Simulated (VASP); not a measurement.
# C in VASP: further runs, part 2 of 2

VASP 6.6.1. The steps go on from the part before.

### Step 3. Single point, PBE

Contents of INCAR:

```
SYSTEM = C
PREC     = Accurate       ! precision mode
ENCUT    = 520            ! plane-wave cutoff, eV
EDIFF    = 1E-6           ! SCF threshold, eV
ISMEAR   = 0              ! smearing method
SIGMA    = 0.1            ! smearing width, eV
LREAL    = .False.        ! projectors in reciprocal space
LASPH    = .True.         ! aspherical terms in the spheres
NELM     = 80             ! most SCF steps
ALGO     = Normal         ! electronic algorithm
ISIF     = 2              ! what is computed and relaxed
LWAVE    = .False.        ! write WAVECAR
LCHARG   = .False.        ! write CHGCAR
LDIPOL   = .True.       
IDIPOL   = 3            
DIPOL    = 0.5 0.5 0.499
GGA      = PE             ! functional
NBANDS   = 31             ! bands
ISYM     = 0
```

Contents of KPOINTS:

```
regular mesh
0
Gamma
  7 4 1
  0 0 0
```

Contents of POSCAR:

```
C
1.0
    4.2718357703      0.0000000000      0.0000000000
   -2.1359178851      8.6110540208      0.0000000000
    0.0000000000      0.0000000000     18.8818478313
C
10
Direct
    0.1564123854      0.9794914374      0.3707264280
    0.8230790520      0.9794914374      0.3707264280
    0.6461581041      0.9589828748      0.4353632140
    0.3128247707      0.9589828748      0.4353632140
    0.1338042997      0.9383829232      0.4999016910
    0.8045779685      0.9383827251      0.4999016947
    0.6222261961      0.9176688953      0.5647410788
    0.2954420885      0.9176689045      0.5647409833
    0.0947394968      0.8987958534      0.6238156025
    0.8040524346      0.8987951336      0.6238161597
```

Potentials or basis: VASP PAW PBE potentials, release 64 (C).

Launch:

```sh
cat potpaw_PBE.64/C/POTCAR > POTCAR
mpirun -np 1 vasp_std > vasp.out
```

OUTCAR:

```text
SYSTEM = C
   PREC = Accurate
   ENCUT = 520
   EDIFF = 1E-6
   ISMEAR = 0
   LREAL = .False.
   LASPH = .True.
   NELM = 80
   ISIF = 2
   GGA = PE
   ISYM = 0

 ion  position               nearest neighbor table
   1  0.156  0.979  0.371-   4 1.42   2 1.42
   2  0.823  0.979  0.371-   3 1.42   1 1.42
   3  0.646  0.959  0.435-   2 1.42   4 1.42   6 1.43
   4  0.313  0.959  0.435-   1 1.42   3 1.42   5 1.43
   5  0.134  0.938  0.500-   6 1.41   4 1.43   8 1.44
   6  0.805  0.938  0.500-   5 1.41   3 1.43   7 1.44
   7  0.622  0.918  0.565-  10 1.39   8 1.40   6 1.44
[... 708 lines left out ...]
  external PRESSURE =      -2.8166950 kB  Pullay stress =       0.0000000 kB

 VOLUME and BASIS-vectors are now :
 -----------------------------------------------------------------------------
  energy-cutoff  :      520.00
  volume of cell :      694.57
      direct lattice vectors                 reciprocal lattice vectors
     4.271835770  0.000000000  0.000000000     0.234091396  0.058064901  0.000000000
    -2.135917885  8.611054021  0.000000000     0.000000000  0.116129802  0.000000000
     0.000000000  0.000000000 18.881847831     0.000000000  0.000000000  0.052960918

 POSITION                                       TOTAL-FORCE (eV/Angst)
 -----------------------------------------------------------------------------------
     -1.42395      8.43445      7.00000        -6.759133     -0.160797      1.127444
      1.42395      8.43445      7.00000         6.758972     -0.160852      1.127439
      0.71197      8.25785      8.22046        -0.403733      0.166436     -1.168040
     -0.71197      8.25785      8.22046         0.403940      0.166396     -1.168061
     -1.43272      8.08047      9.43907         0.004219     -0.000081      0.002385
      1.43272      8.08046      9.43907        -0.004204     -0.000024      0.002425
      0.69798      7.90210     10.66336        -0.010656     -0.000409      0.002836
     -0.69799      7.90210     10.66335         0.010309     -0.000366      0.002912
     -1.51504      7.73958     11.77879         0.083923     -0.005205      0.035323
      1.51503      7.73957     11.77880        -0.083636     -0.005098      0.035337
 -----------------------------------------------------------------------------------
    total drift:                               -0.000273     -0.000368      0.000417

  FREE ENERGIE OF THE ION-ELECTRON SYSTEM (eV)
  ---------------------------------------------------
  free  energy   TOTEN  =       -82.6691198081 eV

  energy  without entropy=      -82.6530000855  energy(sigma->0) =      -82.66105995

 vacuum level on the upper side and lower side of the slab         0.935         1.633
```

OSZICAR:

```text
N       E                     dE             d eps       ncg     rms          rms(c)
DAV:   1     0.322122561102E+03    0.32212E+03   -0.13706E+04  1050   0.902E+02
DAV:   2    -0.197356711053E+02   -0.34186E+03   -0.32781E+03  1470   0.201E+02
DAV:   3    -0.874108092340E+02   -0.67675E+02   -0.67147E+02  1252   0.977E+01
DAV:   4    -0.893388458998E+02   -0.19280E+01   -0.19204E+01  1028   0.220E+01
[... 15 lines left out ...]
DAV:  20    -0.826690961141E+02   -0.33756E-04   -0.19315E-06  1053   0.370E-03    0.636E-04
DAV:  21    -0.826691104030E+02   -0.14289E-04   -0.54206E-07   910   0.209E-03    0.301E-04
DAV:  22    -0.826691174569E+02   -0.70538E-05   -0.35585E-07   904   0.142E-03    0.161E-04
DAV:  23    -0.826691191501E+02   -0.16932E-05   -0.62972E-08   806   0.658E-04    0.852E-05
DAV:  24    -0.826691198081E+02   -0.65800E-06   -0.66583E-08   787   0.601E-04
   1 F= -.82669120E+02 E0= -.82661060E+02  d E =-.161197E-01
```

stdout:

```text
POSCAR found type information on POSCAR C
 POSCAR found :  1 types and      10 ions
 scaLAPACK will be used
 LDA part: xc-table for (Slater+PW92), standard interpolation
 -----------------------------------------------------------------------------
|                                                                             |
|           W    W    AA    RRRRR   N    N  II  N    N   GGGG   !!!           |
|           W    W   A  A   R    R  NN   N  II  NN   N  G    G  !!!           |
|           W    W  A    A  R    R  N N  N  II  N N  N  G       !!!           |
|           W WW W  AAAAAA  RRRRR   N  N N  II  N  N N  G  GGG   !            |
|           WW  WW  A    A  R   R   N   NN  II  N   NN  G    G                |
|           W    W  A    A  R    R  N    N  II  N    N   GGGG   !!!           |
|                                                                             |
|     Your reciprocal lattice and k-lattice belong to different lattice       |
|     classes:                                                                |
|                                                                             |
|        The reciprocal lattice is base centered orthorhombic,                |
|        whereas your k-lattice is simple monoclinic.                         |
|                                                                             |
|     Results are often still useful ...                                      |
|                                                                             |
 -----------------------------------------------------------------------------

 POSCAR, INCAR and KPOINTS ok, starting setup
 FFT: planning ... GRIDC
 FFT: planning ... GRID_SOFT
 FFT: planning ... GRID
 WAVECAR not read
 entering main loop
```

It took 5.5 min on 1 thread of Intel Xeon 6975P-C (Granite Rapids), shared host; peak memory 0.71 GiB.

Results:

```
Free energy            : -82.6691 eV
Largest force          : 6.854 eV/Å
Band gap on the k mesh : zero (bands 20 and 21 overlap by 0.52 eV)
```

Forces in eV/Å, atoms in the order of the input:
```
C   -6.759 -0.161  1.127
C    6.759 -0.161  1.127
C   -0.404  0.166 -1.168
C    0.404  0.166 -1.168
C    0.004  0.000  0.002
C   -0.004  0.000  0.002
C   -0.011  0.000  0.003
C    0.010  0.000  0.003
C    0.084 -0.005  0.035
C   -0.084 -0.005  0.035
```

Levels at points of the mesh, in eV from the Fermi level:
| k point | band 16 | band 17 | band 18 | band 19 | band 20 | band 21 | band 22 | band 23 | band 24 | band 25 |
| --- | --- | --- | --- | --- | --- | --- | --- | --- | --- | --- |
| (0.00, 0.00, 0.00) | -1.96 | -1.84 | -1.20 | -0.97 | 0.52 | 1.07 | 1.24 | 1.96 | 2.23 | 4.31 |
| (0.00, 0.50, 0.00) | -1.96 | -1.84 | -1.20 | -0.97 | 0.52 | 1.07 | 1.24 | 1.96 | 2.23 | 4.31 |
